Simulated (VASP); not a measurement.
# ZnS (F-43m) in VASP: notebook

Aim: see how the results for ZnS move with the level of theory and the settings. Levels: LDA, PBEsol, PBE. Tasks: single point.

All numbers are computed with VASP 6.6.1; they aren't measurements. Logs are shortened: lines on timing, memory, paths and dates and some standing lists are left out, and cuts for length are marked.

## Step 1: The cell of the first run

It takes space group F-43m (No. 216, cubic). Conventional cell: a = 5.297 Å, b = 5.297 Å, c = 5.297 Å, α = 90.00°, β = 90.00°, γ = 90.00°. Within 3.0 Å of Zn (site symmetry -43m) lie 4 S at 2.29 Å. S (site symmetry -43m) has 4 Zn at 2.29 Å within 3.0 Å.

## Step 2: Single point, LDA

The input, INCAR:

```
ALGO     = Normal         # electronic algorithm
EDIFF    = 1E-7           # SCF threshold, eV
ENCUT    = 520            # plane-wave cutoff, eV
GGA      = CA             # functional
ISIF     = 2              # what is computed and relaxed
ISMEAR   = -1             # smearing method
LASPH    = T              # aspherical terms in the spheres
LCHARG   = F              # write CHGCAR
LREAL    = F              # projectors in reciprocal space
LWAVE    = F              # write WAVECAR
NBANDS   = 16             # bands
NELM     = 80             # most SCF steps
PREC     = Accurate       # precision mode
SIGMA    = 0.02           # smearing width, eV
```

The input, KPOINTS:

```
k-points
0
Gamma
  8 8 8
```

The input, POSCAR:

```
ZnS
1.0
    0.0000000000      2.6483715723      2.6483715723
    2.6483715723      0.0000000000      2.6483715723
    2.6483715723      2.6483715723      0.0000000000
Zn S
1 1
Direct
    0.0000000000      0.0000000000      0.0000000000
    0.2500000000      0.2500000000      0.2500000000
```

Potentials or basis: VASP PAW LDA potentials, release 64 (Zn, S).

Run with:

```console
> cat potpaw_LDA.64/Zn/POTCAR potpaw_LDA.64/S/POTCAR > POTCAR
> mpirun -np 1 vasp_std > vasp.out
```

OUTCAR:

```text
EDIFF = 1E-7
   ENCUT = 520
   GGA = CA
   ISIF = 2
   ISMEAR = -1
   LASPH = T
   LREAL = F
   NELM = 80
   PREC = Accurate

 ion  position               nearest neighbor table
   1  0.000  0.000  0.000-   2 2.29   2 2.29   2 2.29   2 2.29
   2  0.250  0.250  0.250-   1 2.29   1 2.29   1 2.29   1 2.29

  LATTYP: Found a face centered cubic cell.
 ALAT       =     5.2967431446

  Lattice vectors:

 A1 = (   0.0000000000,   2.6483715723,   2.6483715723)
 A2 = (   2.6483715723,   0.0000000000,   2.6483715723)
 A3 = (   2.6483715723,   2.6483715723,   0.0000000000)

Analysis of symmetry for initial positions (statically):
=====================================================================
 Subroutine PRICEL returns:
 Original cell was already a primitive cell.

 Routine SETGRP: Setting up the symmetry group for a
 face centered cubic supercell.

 Subroutine GETGRP returns: Found 24 space group operations
 (whereof 24 operations were pure point group operations)
 out of a pool of 48 trial point group operations.

The static configuration has the point symmetry T_d .

Analysis of symmetry for dynamics (positions and initial velocities):
=====================================================================
 Subroutine PRICEL returns:
 Original cell was already a primitive cell.

 Routine SETGRP: Setting up the symmetry group for a
 face centered cubic supercell.

 Subroutine GETGRP returns: Found 24 space group operations
 (whereof 24 operations were pure point group operations)
 out of a pool of 48 trial point group operations.

The dynamic configuration has the point symmetry T_d .

 Subroutine INISYM returns: Found 24 space group operations
 (whereof 24 operations are pure point group operations),
 and found     1 'primitive' translations

----------------------------------------------------------------------------------------

                                     Primitive cell

  volume of cell :      37.1507

  direct lattice vectors                    reciprocal lattice vectors
     0.000000000  2.648371572  2.648371572    -0.188795260  0.188795260  0.188795260
     2.648371572  0.000000000  2.648371572     0.188795260 -0.188795260  0.188795260
     2.648371572  2.648371572  0.000000000     0.188795260  0.188795260 -0.188795260

  length of vectors
     3.745362996  3.745362996  3.745362996     0.327002983  0.327002983  0.327002983

  position of ions in fractional coordinates (direct lattice)
     0.000000000  0.000000000  0.000000000
     0.250000000  0.250000000  0.250000000

  ion indices of the primitive-cell ions
   primitive index   ion index
                 1           1
                 2           2

----------------------------------------------------------------------------------------

 KPOINTS: k-points

Automatic generation of k-mesh.
 Grid dimensions read from file:
 generate k-points for:    8    8    8

 Generating k-lattice:

  Cartesian coordinates                     Fractional coordinates (reciprocal lattice)
    -0.023599408  0.023599408  0.023599408     0.125000000  0.000000000  0.000000000
     0.023599408 -0.023599408  0.023599408     0.000000000  0.125000000  0.000000000
     0.023599408  0.023599408 -0.023599408     0.000000000  0.000000000  0.125000000

  Length of vectors
     0.040875373  0.040875373  0.040875373

  Shift w.r.t. Gamma in fractional coordinates (k-lattice)
     0.000000000  0.000000000  0.000000000

 Subroutine IBZKPT returns following result:
 ===========================================

 Found     29 irreducible k-points:

 Following reciprocal coordinates:
            Coordinates               Weight
  0.000000  0.000000  0.000000      1.000000
  0.125000  0.000000  0.000000      8.000000
  0.250000  0.000000  0.000000      8.000000
  0.375000  0.000000  0.000000      8.000000
  0.500000  0.000000  0.000000      4.000000
  0.125000  0.125000  0.000000      6.000000
[... 16 lines left out ...]
  0.500000  0.250000  0.125000     48.000000
 -0.375000  0.250000  0.125000     24.000000
 [... further k-points ...]
   k-points           NKPTS =     29   k-points in BZ     NKDIM =     29   number of bands    NBANDS=     16
   number of dos      NEDOS =    301   number of ions     NIONS =      2
   total plane-waves  NPLWV =  21952
   dimension x,y,z NGX =    28 NGY =   28 NGZ =   28
   dimension x,y,z NGXF=    56 NGYF=   56 NGZF=   56
   ions per type =               1   1
   NGX,Y,Z   is equivalent  to a cutoff of  12.43, 12.43, 12.43 a.u.
   NGXF,Y,Z  is equivalent  to a cutoff of  24.86, 24.86, 24.86 a.u.
 SYSTEM =  unknown system
   PREC   = accura    normal or accurate (medium, high low for compatibility)
   ISTART =      0    job   : 0-new  1-cont  2-samecut
   ICHARG =      2    charge: 1-file 2-atom 10-const
   ISPIN  =      1    spin polarized calculation?
   LNONCOLLINEAR =      F non collinear calculations
   LSORBIT =      F    spin-orbit coupling
   LASPH  =      T    aspherical Exc in radial PAW
   ENCUT  =  520.0 eV  38.22 Ry    6.18 a.u.   6.96  6.96  6.96*2*pi/ulx,y,z
   NELM   =     80;   NELMIN=  2; NELMDL= -5     # of ELM steps
   EDIFF  = 0.1E-06   stopping-criterion for ELM
   LREAL  =      F    real-space projection
   EDIFFG = 0.1E-05   stopping-criterion for IOM
   NSW    =      0    number of steps for IOM
   IBRION =     -1    ionic relax: 0-MD 1-quasi-New 2-CG
   NFREE  =      0    steps in history (QN), initial steepest desc. (CG)
   ISIF   =      2    stress and relaxation
   ISYM   =      2    0-nonsym 1-usesym 2-fastsym
   POTIM  = 0.5000    time-step for ionic-motion
   TEBEG  =    0.0;   TEEND  =   0.0 temperature during run
   PSTRESS=    0.0 pullay stress
   NELECT =      18.0000    total number of electrons
   NUPDOWN=      -1.0000    fix difference up-down
   EMIN   =  10.00;   EMAX   =-10.00  energy-range for DOS
   EFERMI =   0.00;   METHOD = LEGACY
   ISMEAR =    -1;   SIGMA  =   0.02  broadening in eV -4-tet -1-fermi 0-gaus
   EFERMI_NEDOS =   21; number of points for ismear=-14 and -15
   IALGO  =     38    algorithm
   IMIX   =      4    mixing-type and parameters
     AMIX     =   0.40;   BMIX     =  1.00
     AMIX_MAG =   1.60;   BMIX_MAG =  1.00
  volume/ion in A,a.u.               =      18.58       125.35
  Fermi-wavevector in a.u.,A,eV,Ry     =   1.285810  2.429828 22.494607  1.653307
  Thomas-Fermi vector in A             =   2.417922
   LORBIT       =      0    0 simple, 1 ext, 2 COOP (PROOUT), +10 PAW based schemes
   GGA     = CA    functional components
   LHFCALC =     F    Hartree Fock is set to
   AEXX    =    0.0000 exact exchange contribution
   IVDW    =     0    specifies the selected vdW correction
   LEPSILON=     F    determine dielectric tensor
   LRPA    =     F    only Hartree local field effects (RPA)
 non-spin polarized calculation
  energy-cutoff  :      520.00
  volume of cell :       37.15
 maximum number of plane-waves:      1012
   NGX = 13   NGY = 13   NGZ = 13

 number of electron      18.0000014 magnetization

 Free energy of the ion-electron system (eV)
  ---------------------------------------------------
  ext. energy  EPLUGINS =         0.00000000
  ---------------------------------------------------
  free energy    TOTEN  =        -8.20751841 eV

  energy without entropy =       -8.20751841  energy(sigma->0) =       -8.20751841

 E-fermi :   2.9457     XC(G=0): -10.3165

 val. band max:        2.5139651960   @ k =   0.0000   0.0000   0.0000
 cond. band min:       4.6742093069   @ k =   0.0000   0.0000   0.0000
 fundamental gap:      2.1602441108
 Fermi energy:         2.9456934826

 k-point     1 :       0.0000    0.0000    0.0000
  band No.  band energies     occupation
      1     -11.0338      2.00000
      2      -4.2430      2.00000
      3      -4.2430      2.00000
      4      -4.2430      2.00000
      5      -3.6898      2.00000
      6      -3.6898      2.00000
[... 8 lines left out ...]
     15      14.3400      0.00000
     16      14.3736      0.00000

 k-point     2 :       0.1250    0.0000    0.0000
  band No.  band energies     occupation
      1     -10.9017      2.00000
      2      -4.2468      2.00000
      3      -4.2196      2.00000
      4      -4.2196      2.00000
      5      -3.6920      2.00000
      6      -3.6920      2.00000
[... 8 lines left out ...]
     15      13.6722      0.00000
     16      15.1560      0.00000

 k-point     3 :       0.2500    0.0000    0.0000
  band No.  band energies     occupation
      1     -10.5537      2.00000
      2      -4.2097      2.00000
      3      -4.1686      2.00000
      4      -4.1686      2.00000
      5      -3.6886      2.00000
      6      -3.6886      2.00000
[... 8 lines left out ...]
     15      13.4542      0.00000
     16      14.5885      0.00000

 k-point     4 :       0.3750    0.0000    0.0000
  band No.  band energies     occupation
      1     -10.1524      2.00000
      2      -4.1290      2.00000
      3      -4.1290      2.00000
      4      -3.9912      2.00000
      5      -3.6690      2.00000
      6      -3.6690      2.00000
[... 8 lines left out ...]
     15      14.6401      0.00000
     16      14.6401      0.00000

 k-point     5 :       0.5000    0.0000    0.0000
  band No.  band energies     occupation
      1      -9.9653      2.00000
      2      -4.1168      2.00000
      3      -4.1168      2.00000
      4      -3.6550      2.00000
      5      -3.6550      2.00000
      6      -3.4700      2.00000
[... 8 lines left out ...]
     15      16.0607      0.00000
     16      16.0607      0.00000

 k-point     6 :       0.1250    0.1250    0.0000
  band No.  band energies     occupation
      1     -10.8576      2.00000
      2      -4.2704      2.00000
      3      -4.2000      2.00000
      4      -4.2000      2.00000
      5      -3.7098      2.00000
      6      -3.6770      2.00000
[... 8 lines left out ...]
     15      14.5470      0.00000
     16      15.7476      0.00000

 k-point     7 :       0.2500    0.1250    0.0000
  band No.  band energies     occupation
      1     -10.5805      2.00000
      2      -4.2693      2.00000
      3      -4.1466      2.00000
      4      -4.1460      2.00000
      5      -3.7195      2.00000
      6      -3.6653      2.00000
[... 8 lines left out ...]
     15      14.5004      0.00000
     16      16.1796      0.00000

 k-point     8 :       0.3750    0.1250    0.0000
  band No.  band energies     occupation
      1     -10.1905      2.00000
      2      -4.1786      2.00000
      3      -4.0982      2.00000
      4      -4.0549      2.00000
      5      -3.6900      2.00000
      6      -3.6516      2.00000
[... 8 lines left out ...]
     15      15.3067      0.00000
     16      15.5561      0.00000

 k-point     9 :       0.5000    0.1250    0.0000
  band No.  band energies     occupation
      1      -9.9199      2.00000
      2      -4.1227      2.00000
      3      -4.0815      2.00000
      4      -3.7741      2.00000
      5      -3.6515      2.00000
      6      -3.5183      2.00000
[... 8 lines left out ...]
     15      16.0798      0.00000
     16      16.0895      0.00000
[... 172 lines left out ...]
 k-point    19 :       0.5000    0.3750    0.0000
  band No.  band energies     occupation
      1      -9.6657      2.00000
      2      -4.2694      2.00000
      3      -3.8979      2.00000
      4      -3.8796      2.00000
      5      -3.6174      2.00000
      6      -3.4727      2.00000
[... 8 lines left out ...]
     15      16.3646      0.00000
     16      17.5730      0.00000

 k-point    20 :      -0.3750    0.3750    0.0000
  band No.  band energies     occupation
      1      -9.6317      2.00000
      2      -4.1772      2.00000
      3      -3.9282      2.00000
      4      -3.8112      2.00000
      5      -3.6498      2.00000
      6      -3.2812      2.00000
[... 8 lines left out ...]
     15      15.0509      0.00000
     16      18.5945      0.00000

 k-point    21 :       0.5000    0.5000    0.0000
  band No.  band energies     occupation
      1      -9.6042      2.00000
      2      -4.3177      2.00000
      3      -3.8600      2.00000
      4      -3.8600      2.00000
      5      -3.6021      2.00000
      6      -3.4435      2.00000
[... 8 lines left out ...]
     15      16.3585      0.00000
     16      17.1997      0.00000

 k-point    22 :       0.3750    0.2500    0.1250
  band No.  band energies     occupation
      1     -10.2792      2.00000
      2      -4.2398      2.00000
      3      -4.0991      2.00000
      4      -4.0702      2.00000
      5      -3.7183      2.00000
      6      -3.6458      2.00000
[... 8 lines left out ...]
     15      15.4073      0.00000
     16      17.7730      0.00000

 k-point    23 :       0.5000    0.2500    0.1250
  band No.  band energies     occupation
      1      -9.9421      2.00000
      2      -4.1325      2.00000
      3      -4.0674      2.00000
      4      -3.9259      2.00000
      5      -3.6718      2.00000
      6      -3.6096      2.00000
[... 8 lines left out ...]
     15      16.4270      0.00000
     16      17.0043      0.00000

 k-point    24 :      -0.3750    0.2500    0.1250
  band No.  band energies     occupation
      1      -9.7895      2.00000
      2      -4.1104      2.00000
      3      -4.0411      2.00000
      4      -3.7636      2.00000
      5      -3.6765      2.00000
      6      -3.3777      2.00000
[... 8 lines left out ...]
     15      16.0527      0.00000
     16      16.9753      0.00000

 [... further k-points ...]
[... 5 lines left out ...]
  --------------------------------------------------------------------------------------
  -------------------------------------------------------------------------------------
  Total        0.0610862      0.0610862      0.0610862     -0.0000000     -0.0000000      0.0000000
  in kB        2.6344301      2.6344301      2.6344301     -0.0000000     -0.0000000      0.0000000
  external PRESSURE =       2.6344301 kB  Pullay stress =       0.0000000 kB

 VOLUME and BASIS-vectors are now :
 -----------------------------------------------------------------------------
  energy-cutoff  :      520.00
  volume of cell :       37.15
      direct lattice vectors                 reciprocal lattice vectors
     0.000000000  2.648371572  2.648371572    -0.188795260  0.188795260  0.188795260
     2.648371572  0.000000000  2.648371572     0.188795260 -0.188795260  0.188795260
     2.648371572  2.648371572  0.000000000     0.188795260  0.188795260 -0.188795260

 POSITION                                       TOTAL-FORCE (eV/Angst)
 -----------------------------------------------------------------------------------
      0.00000      0.00000      0.00000        -0.000000     -0.000000     -0.000000
      1.32419      1.32419      1.32419         0.000000      0.000000      0.000000
 -----------------------------------------------------------------------------------
    total drift:                                0.000001      0.000001      0.000001

  FREE ENERGIE OF THE ION-ELECTRON SYSTEM (eV)
  ---------------------------------------------------
  free  energy   TOTEN  =        -8.2075184137 eV

  energy  without entropy=       -8.2075184137  energy(sigma->0) =       -8.20751841
```

Wall time 8.3 s (1 thread of Intel Xeon 6975P-C (Granite Rapids), shared host); peak memory 0.14 GiB.

Results:

| Quantity | Value |
| --- | --- |
| Free energy | -8.2075 eV |
| Pressure | 0.3 GPa |
| Band gap on the k mesh | 2.16 eV, direct |

## Step 3: Single point, PBEsol

This run uses another cell than the first one, of 19.21 Å³/atom, 1.034 times its volume.

The input, INCAR:

```
SYSTEM = ZnS
PREC     = Accurate       ! precision mode
ENCUT    = 520            ! plane-wave cutoff, eV
EDIFF    = 1E-7           ! SCF threshold, eV
ISMEAR   = -1             ! smearing method
SIGMA    = 0.02           ! smearing width, eV
LREAL    = .FALSE.        ! projectors in reciprocal space
LASPH    = .TRUE.         ! aspherical terms in the spheres
NELM     = 100            ! most SCF steps
ALGO     = Normal         ! electronic algorithm
ISIF     = 2              ! what is computed and relaxed
LWAVE    = .FALSE.        ! write WAVECAR
LCHARG   = .FALSE.        ! write CHGCAR
GGA      = PS             ! functional
NBANDS   = 16             ! bands
```

The input, KPOINTS:

```
regular mesh
0
G
  8 8 8
  0 0 0
```

The input, POSCAR:

```
ZnS
1.0
    0.0000000000      2.6783249032      2.6783249032
    2.6783249032      0.0000000000      2.6783249032
    2.6783249032      2.6783249032      0.0000000000
Zn S
1 1
Direct
    0.0000000000      0.0000000000      0.0000000000
    0.2500000000      0.2500000000      0.2500000000
```

Potentials or basis: VASP PAW PBE potentials, release 64 (Zn, S).

Run with:

```console
> cat potpaw_PBE.64/Zn/POTCAR potpaw_PBE.64/S/POTCAR > POTCAR
> mpirun -np 1 vasp_std > vasp.out
```

Wall time 8.4 s (1 thread of Intel Xeon 6975P-C (Granite Rapids), shared host); peak memory 0.15 GiB.

Results (log left out):

* Free energy: -7.5886 eV
* Pressure: 0.2 GPa
* Band gap on the k mesh: 2.09 eV, direct

Levels at points of the mesh, in eV from the valence-band top:
```csv
k point,band 7,band 8,band 9,band 10,band 11,band 12
"(0.00, 0.00, 0.00)",0.00,0.00,0.00,2.09,6.29,6.29
"(0.50, 0.00, 0.00)",-5.54,-0.92,-0.92,3.24,6.82,6.82
"(0.50, 0.50, 0.00)",-4.71,-2.35,-2.35,3.18,3.96,11.02
```

Caveat: the PAW data sets were made with another functional, which shifts forces and pressure a little.

## Step 4: Single point, PBE

This run uses another cell than the first one, of 20.16 Å³/atom, 1.085 times its volume.

The input, INCAR:

```
SYSTEM = ZnS
PREC     = Accurate       ! precision mode
ENCUT    = 520            ! plane-wave cutoff, eV
EDIFF    = 1E-6           ! SCF threshold, eV
ISMEAR   = -1             ! smearing method
SIGMA    = 0.02           ! smearing width, eV
LREAL    = .False.        ! projectors in reciprocal space
LASPH    = .True.         ! aspherical terms in the spheres
NELM     = 100            ! most SCF steps
ALGO     = Normal         ! electronic algorithm
ISIF     = 2              ! what is computed and relaxed
LWAVE    = .False.        ! write WAVECAR
LCHARG   = .False.        ! write CHGCAR
GGA      = PE             ! functional
NBANDS   = 16             ! bands
```

The input, KPOINTS:

```
regular mesh
0
Gamma
  8 8 8
  0 0 0
```

The input, POSCAR:

```
ZnS
1.0
    0.0000000000      2.7217598590      2.7217598590
    2.7217598590      0.0000000000      2.7217598590
    2.7217598590      2.7217598590      0.0000000000
Zn S
1 1
Direct
    0.0000000000      0.0000000000      0.0000000000
    0.2500000000      0.2500000000      0.2500000000
```

Run with:

```console
> cat potpaw_PBE.64/Zn/POTCAR potpaw_PBE.64/S/POTCAR > POTCAR
> mpirun -np 1 vasp_std > vasp.out
```

It took 8.9 s on 1 thread of Intel Xeon 6975P-C (Granite Rapids), shared host; peak memory 0.17 GiB.

Results (log left out):

- Free energy: -6.8524 eV
- Pressure: 0.1 GPa
- Band gap on the k mesh: 2.02 eV, direct

Levels at points of the mesh, in eV from the valence-band top:
```
           k point  band 5  band 6  band 7  band 8  band 9  band 10  band 11  band 12  band 13  band 14
(0.00, 0.00, 0.00)   -5.78   -5.78    0.00    0.00    0.00     2.02     6.41     6.41     6.41    11.74
(0.50, 0.00, 0.00)   -5.75   -5.59   -5.15   -0.83   -0.83     3.27     6.94     6.94     8.79    12.07
(0.50, 0.50, 0.00)   -5.71   -5.57   -4.47   -2.14   -2.14     3.46     4.07    10.83    11.82    11.82
```

(Continued in part 2 of 2.)
